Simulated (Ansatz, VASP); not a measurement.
One calculation of Be4ZnTe, two programs

```
Be Zn Te
1.0
     2.48736   -4.08019    0.00000
     2.48736    4.08019    0.00000
     0.00000    0.00000    3.88899
Be Zn Te
4 1 1
Direct
  0.16943 0.83057 0.00000
  0.83057 0.16943 0.00000
  0.00000 0.50000 0.50000
  0.50000 0.00000 0.50000
  0.50000 0.50000 0.00000
  0.00000 0.00000 0.50000
```

Change from the starting cell: species swapped into the LaAlNi4 type (Cmmm, No. 65).

Alike in both runs: task single point; functional PBE; k mesh 4 × 4 × 4; occupations gaussian, width 0.1 eV; no spin polarisation.

```csv
,VASP,Ansatz
version,VASP 6.6.1,Ansatz 0.2.0
potentials or method,"VASP PAW PBE potentials, release 64 (Be, Zn, Te), cutoff 520 eV","scalar-relativistic, plane waves, PAW"
valence electrons in the cell,26,36
```

|  | VASP | Ansatz | Ansatz less VASP |
| --- | --- | --- | --- |
| gap on the k mesh at the Fermi level (eV) | none | none | - |
| pressure (GPa) | 9.0 | 8.8 | -0.25 |
| traceless stress, the component that is largest in VASP (GPa) | -12.06 | -11.94 | +0.125 |
| rms of the force components (eV/Å) | 0.808 | 0.801 | -0.0066 |

Atom by atom the forces differ by 0.007 eV/Å (rms over components). A gap of «none» marks a metal or a gap that the smearing closes. VASP's potentials hold 26 valence electrons a cell and Ansatz's 36, so a difference there can come from the potentials and not from the codes.

The k mesh is coarse, so the values compare programs but aren't converged. Spin-orbit coupling is off throughout.
